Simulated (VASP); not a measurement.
# Ta (Fmmm) in VASP: single point with PBE

Aim: the single point of Ta with PBE.

All numbers are computed with VASP 6.6.1; they aren't measurements. Logs are shortened: lines on timing, memory, paths and dates and some standing lists are left out, and cuts for length are marked.

### 1 The cell of the first run

It takes space group Fmmm (No. 69, orthorhombic). The conventional cell has a = 3.319 Å, b = 4.693 Å, c = 18.774 Å, α = 90.00°, β = 90.00°, γ = 90.00°. Ta (site symmetry mm2) has 7 Ta at 2.35 to 2.87 Å within 3.1 Å. Ta (site symmetry mm2) has 14 Ta at 2.87 to 3.32 Å within 3.8 Å.

### 2 Single point, PBE (the part above a cut slid along it)

INCAR

```
PREC = Accurate
ENCUT = 500
EDIFF = 1E-6
ISMEAR = 0
SIGMA = 0.15
LREAL = F
LASPH = T
NELM = 120
ALGO = Normal
ISIF = 2
LWAVE = F
LCHARG = F
GGA = PE
NBANDS = 30
ISYM = 0
GGA_COMPAT = F
KPAR = 4
```

KPOINTS

```
Automatic mesh
0
Gamma
  22 22 7
```

POSCAR

```
Ta
1.0
   -1.6593948201      1.6593948201     -1.6593948201
   -1.6593948201     -1.6593948201      1.6593948201
   -1.6593948201      6.6375792803      6.6375792803
Ta
4
Direct
   -0.4375000000     -0.4375000000      0.8750000000
    0.4375000000      0.4375000000      0.1250000000
   -0.1875000000     -0.1875000000      0.3750000000
    0.1875000000      0.1875000000      0.6250000000
```

Potentials or basis: VASP PAW PBE potentials, release 64 (Ta_pv).

The run is started by

```
cat potpaw_PBE.64/Ta_pv/POTCAR > POTCAR
mpirun -np 4 vasp_std > vasp.out
```

OUTCAR:

```text
PREC = Accurate
   ENCUT = 500
   EDIFF = 1E-6
   ISMEAR = 0
   LREAL = F
   LASPH = T
   NELM = 120
   ISIF = 2
   GGA = PE
   ISYM = 0

 ion  position               nearest neighbor table
   1  0.562  0.562  0.875-   2 2.35   4 2.87   4 2.87   4 3.32   4 3.32
   2  0.438  0.438  0.125-   1 2.35   3 2.87   3 2.87   3 3.32   3 3.32
   3  0.812  0.812  0.375-   2 2.87   2 2.87   4 2.87   4 2.87   2 3.32   4 3.32   4 3.32   2 3.32

   4  0.188  0.188  0.625-   3 2.87   1 2.87   3 2.87   1 2.87   3 3.32   1 3.32   1 3.32   3 3.32

IMPORTANT INFORMATION: All symmetrisations will be switched off!
NOSYMM: (Re-)initialisation of all symmetry stuff for point group C_1.

----------------------------------------------------------------------------------------

                                     Primitive cell

  volume of cell :      73.1087

  direct lattice vectors                    reciprocal lattice vectors
    -1.659394820  1.659394820 -1.659394820    -0.301314668  0.112993001 -0.188321668
    -1.659394820 -1.659394820  1.659394820    -0.301314668 -0.188321668  0.112993001
    -1.659394820  6.637579280  6.637579280     0.000000000  0.075328667  0.075328667

  length of vectors
     2.874156138  2.874156138  9.532497499     0.372857879  0.372857879  0.106530823

  position of ions in fractional coordinates (direct lattice)
     0.562500000  0.562500000  0.875000000
     0.437500000  0.437500000  0.125000000
     0.812500000  0.812500000  0.375000000
     0.187500000  0.187500000  0.625000000

  ion indices of the primitive-cell ions
   primitive index   ion index
                 1           1
                 2           2
                 3           3
                 4           4

----------------------------------------------------------------------------------------

 KPOINTS: Automatic mesh

Automatic generation of k-mesh.
 Grid dimensions read from file:
 generate k-points for:   22   22    7

 Generating k-lattice:

  Cartesian coordinates                     Fractional coordinates (reciprocal lattice)
    -0.013696121  0.005136045 -0.008560076     0.045454545  0.000000000 -0.000000000
    -0.013696121 -0.008560076  0.005136045     0.000000000  0.045454545 -0.000000000
     0.000000000  0.010761238  0.010761238     0.000000000  0.000000000  0.142857143

  Length of vectors
     0.016948085  0.016948085  0.015218689

  Shift w.r.t. Gamma in fractional coordinates (k-lattice)
     0.000000000  0.000000000  0.000000000

 -----------------------------------------------------------------------------
|                                                                             |
|           W    W    AA    RRRRR   N    N  II  N    N   GGGG   !!!           |
|           W    W   A  A   R    R  NN   N  II  NN   N  G    G  !!!           |
|           W    W  A    A  R    R  N N  N  II  N N  N  G       !!!           |
|           W WW W  AAAAAA  RRRRR   N  N N  II  N  N N  G  GGG   !            |
|           WW  WW  A    A  R   R   N   NN  II  N   NN  G    G                |
|           W    W  A    A  R    R  N    N  II  N    N   GGGG   !!!           |
|                                                                             |
|     Your reciprocal lattice and k-lattice belong to different lattice       |
|     classes:                                                                |
|                                                                             |
|        The reciprocal lattice is body-centered orthorhombic,                |
|        whereas your k-lattice is base-centered monoclinic.                  |
|                                                                             |
|     Results are often still useful ...                                      |
|                                                                             |
 -----------------------------------------------------------------------------

 WARNING: IBZKPT: internal override: KBLOWUP is changed to .FALSE.
      ... skipping the blow-up phase ...

 Subroutine IBZKPT returns following result:
 ===========================================

 Found   1696 irreducible k-points:

 Following reciprocal coordinates:
            Coordinates               Weight
  0.000000  0.000000  0.000000      1.000000
  0.045455 -0.000000  0.000000      2.000000
  0.090909 -0.000000  0.000000      2.000000
  0.136364  0.000000  0.000000      2.000000
  0.181818  0.000000  0.000000      2.000000
  0.227273  0.000000  0.000000      2.000000
[... 16 lines left out ...]
  0.454545  0.045455  0.000000      2.000000
  0.500000  0.045455  0.000000      2.000000
 [... further k-points ...]
   k-points           NKPTS =   1696   k-points in BZ     NKDIM =   1696   number of bands    NBANDS=     30
   number of dos      NEDOS =    301   number of ions     NIONS =      4
   total plane-waves  NPLWV =  40320
   dimension x,y,z NGX =    24 NGY =   24 NGZ =   70
   dimension x,y,z NGXF=    48 NGYF=   48 NGZF=  140
   ions per type =               4
   NGX,Y,Z   is equivalent  to a cutoff of  13.88, 13.88, 12.21 a.u.
   NGXF,Y,Z  is equivalent  to a cutoff of  27.76, 27.76, 24.42 a.u.
 SYSTEM =  unknown system
   PREC   = accura    normal or accurate (medium, high low for compatibility)
   ISTART =      0    job   : 0-new  1-cont  2-samecut
   ICHARG =      2    charge: 1-file 2-atom 10-const
   ISPIN  =      1    spin polarized calculation?
   LNONCOLLINEAR =      F non collinear calculations
   LSORBIT =      F    spin-orbit coupling
   LASPH  =      T    aspherical Exc in radial PAW
   ENCUT  =  500.0 eV  36.75 Ry    6.06 a.u.   5.24  5.24 17.38*2*pi/ulx,y,z
   NELM   =    120;   NELMIN=  2; NELMDL= -5     # of ELM steps
   EDIFF  = 0.1E-05   stopping-criterion for ELM
   LREAL  =      F    real-space projection
   EDIFFG = 0.1E-04   stopping-criterion for IOM
   NSW    =      0    number of steps for IOM
   IBRION =     -1    ionic relax: 0-MD 1-quasi-New 2-CG
   NFREE  =      0    steps in history (QN), initial steepest desc. (CG)
   ISIF   =      2    stress and relaxation
   ISYM   =      0    0-nonsym 1-usesym 2-fastsym
   POTIM  = 0.5000    time-step for ionic-motion
   TEBEG  =    0.0;   TEEND  =   0.0 temperature during run
   PSTRESS=    0.0 pullay stress
   NELECT =      44.0000    total number of electrons
   NUPDOWN=      -1.0000    fix difference up-down
   EMIN   =  10.00;   EMAX   =-10.00  energy-range for DOS
   EFERMI =   0.00;   METHOD = LEGACY
   ISMEAR =     0;   SIGMA  =   0.15  broadening in eV -4-tet -1-fermi 0-gaus
   EFERMI_NEDOS =   21; number of points for ismear=-14 and -15
   IALGO  =     38    algorithm
   IMIX   =      4    mixing-type and parameters
     AMIX     =   0.40;   BMIX     =  1.00
     AMIX_MAG =   1.60;   BMIX_MAG =  1.00
  volume/ion in A,a.u.               =      18.28       123.34
  Fermi-wavevector in a.u.,A,eV,Ry     =   1.382195  2.611970 25.993429  1.910463
  Thomas-Fermi vector in A             =   2.506909
   LORBIT       =      0    0 simple, 1 ext, 2 COOP (PROOUT), +10 PAW based schemes
   GGA     = PE    functional components
   LHFCALC =     F    Hartree Fock is set to
   AEXX    =    0.0000 exact exchange contribution
   IVDW    =     0    specifies the selected vdW correction
   LEPSILON=     F    determine dielectric tensor
   LRPA    =     F    only Hartree local field effects (RPA)
 non-spin polarized calculation
 Gauss-broadening in eV      SIGMA  =   0.15
  energy-cutoff  :      500.00
  volume of cell :       73.11
 maximum number of plane-waves:      1878
 NGX is ok and might be reduce to    24
   NGX = 11   NGY = 11   NGZ = 35

 number of electron      44.0000004 magnetization

 Free energy of the ion-electron system (eV)
  ---------------------------------------------------
  ext. energy  EPLUGINS =         0.00000000
  ---------------------------------------------------
  free energy    TOTEN  =       -45.75148338 eV

  energy without entropy =      -45.70108833  energy(sigma->0) =      -45.72628586

 E-fermi :   5.5148     XC(G=0): -12.5123

 val. band max:        5.5141003687   @ k =  -0.2727   0.3636   0.4286
 cond. band min:       5.5149602392   @ k =   0.0455  -0.1364   0.4286
 fundamental gap:      0.0008598704
 Fermi energy:         5.5148077854

 k-point     1 :       0.0000    0.0000    0.0000
  band No.  band energies     occupation
      1     -29.6906      2.00000
      2     -28.5514      2.00000
      3     -28.2003      2.00000
      4     -28.1241      2.00000
      5     -28.0996      2.00000
      6     -27.9241      2.00000
[... 22 lines left out ...]
     29       8.8461      0.00000
     30       8.8588      0.00000

 k-point     2 :       0.0455   -0.0000    0.0000
  band No.  band energies     occupation
      1     -29.6872      2.00000
      2     -28.5530      2.00000
      3     -28.2088      2.00000
      4     -28.1298      2.00000
      5     -28.0985      2.00000
      6     -27.9341      2.00000
[... 22 lines left out ...]
     29       8.7765      0.00000
     30       8.8418      0.00000

 k-point     3 :       0.0909   -0.0000    0.0000
  band No.  band energies     occupation
      1     -29.6773      2.00000
      2     -28.5582      2.00000
      3     -28.2342      2.00000
      4     -28.1495      2.00000
      5     -28.0989      2.00000
      6     -27.9612      2.00000
[... 22 lines left out ...]
     29       8.6524      0.00000
     30       8.8458      0.00000

 k-point     4 :       0.1364    0.0000    0.0000
  band No.  band energies     occupation
      1     -29.6619      2.00000
      2     -28.5682      2.00000
      3     -28.2777      2.00000
      4     -28.1901      2.00000
      5     -28.1095      2.00000
      6     -28.0008      2.00000
[... 22 lines left out ...]
     29       8.5954      0.00000
     30       8.9158      0.00000

 k-point     5 :       0.1818    0.0000    0.0000
  band No.  band energies     occupation
      1     -29.6427      2.00000
      2     -28.5858      2.00000
      3     -28.3408      2.00000
      4     -28.2553      2.00000
      5     -28.1419      2.00000
      6     -28.0677      2.00000
[... 22 lines left out ...]
     29       8.6636      0.00000
     30       9.0328      0.00000
[... 526 lines left out ...]
     29       9.9183      0.00000
     30       9.9808      0.00000

 k-point    22 :       0.4091    0.0455    0.0000
  band No.  band energies     occupation
      1     -29.5548      2.00000
      2     -28.8655      2.00000
      3     -28.7189      2.00000
      4     -28.6989      2.00000
      5     -28.5394      2.00000
      6     -28.2180      2.00000
[... 22 lines left out ...]
     29      10.0604      0.00000
     30      10.2283      0.00000

 k-point    23 :       0.4545    0.0455    0.0000
  band No.  band energies     occupation
      1     -29.5497      2.00000
      2     -28.9020      2.00000
      3     -28.7500      2.00000
      4     -28.7379      2.00000
      5     -28.5779      2.00000
      6     -28.2042      2.00000
[... 22 lines left out ...]
     29      10.1367      0.00000
     30      10.2933      0.00000

 k-point    24 :       0.5000    0.0455    0.0000
  band No.  band energies     occupation
      1     -29.5482      2.00000
      2     -28.9124      2.00000
      3     -28.7626      2.00000
      4     -28.7437      2.00000
      5     -28.5890      2.00000
      6     -28.2067      2.00000
[... 22 lines left out ...]
     29      10.1757      0.00000
     30      10.2471      0.00000

 [... further k-points ...]

------------------------ aborting loop because EDIFF is reached ----------------------------------------

  FORCE on cell =-STRESS in cart. coord.  units (eV):
  Direction    XX          YY          ZZ          XY          YZ          ZX
  --------------------------------------------------------------------------------------
  -------------------------------------------------------------------------------------
  Total       -1.3275859      4.6732014      4.6731963      0.0004806      3.2155634      0.0004793
  in kB      -29.0940406    102.4131938    102.4130821      0.0105318     70.4690615      0.0105029
  external PRESSURE =      58.5774118 kB  Pullay stress =       0.0000000 kB

 VOLUME and BASIS-vectors are now :
 -----------------------------------------------------------------------------
  energy-cutoff  :      500.00
  volume of cell :       73.11
      direct lattice vectors                 reciprocal lattice vectors
    -1.659394820  1.659394820 -1.659394820    -0.301314668  0.112993001 -0.188321668
    -1.659394820 -1.659394820  1.659394820    -0.301314668 -0.188321668  0.112993001
    -1.659394820  6.637579280  6.637579280     0.000000000  0.075328667  0.075328667

 POSITION                                       TOTAL-FORCE (eV/Angst)
 -----------------------------------------------------------------------------------
     -3.31879      5.80788      5.80788         0.002067     -3.284433     -3.284433
     -1.65939      0.82970      0.82970        -0.002067      3.284326      3.284326
     -3.31879      2.48909      2.48909         0.002016     -0.321729     -0.321729
     -1.65939      4.14849      4.14849        -0.002015      0.321837      0.321837
 -----------------------------------------------------------------------------------
    total drift:                                0.000001      0.000038      0.000038

  FREE ENERGIE OF THE ION-ELECTRON SYSTEM (eV)
  ---------------------------------------------------
  free  energy   TOTEN  =       -45.7514833831 eV

  energy  without entropy=      -45.7010883300  energy(sigma->0) =      -45.72628586
```

Run time: 8.4 min. Hardware: 4 MPI ranks of AMD EPYC 9R45 (Zen 5), shared host; peak memory 2.2 GiB.

What came out:

```
Free energy            : -45.7515 eV
Pressure               : 5.9 GPa
Largest force          : 4.645 eV/Å
Band gap on the k mesh : zero (bands 22 and 23 overlap by 1.07 eV)
```

Forces in eV/Å, atoms in the order of the input:
```
Ta   0.002 -3.284 -3.284
Ta  -0.002  3.284  3.284
Ta   0.002 -0.322 -0.322
Ta  -0.002  0.322  0.322
```

Caveat: the cell differs from its parent crystal (the part above a cut slid along it); the stress differs along the axes, from -3 to 10 GPa; spin-orbit coupling is left out, which moves the levels of the heavy elements; forces of over 1 eV/Å act on the atoms, so gaps and moduli don't describe the material at rest.
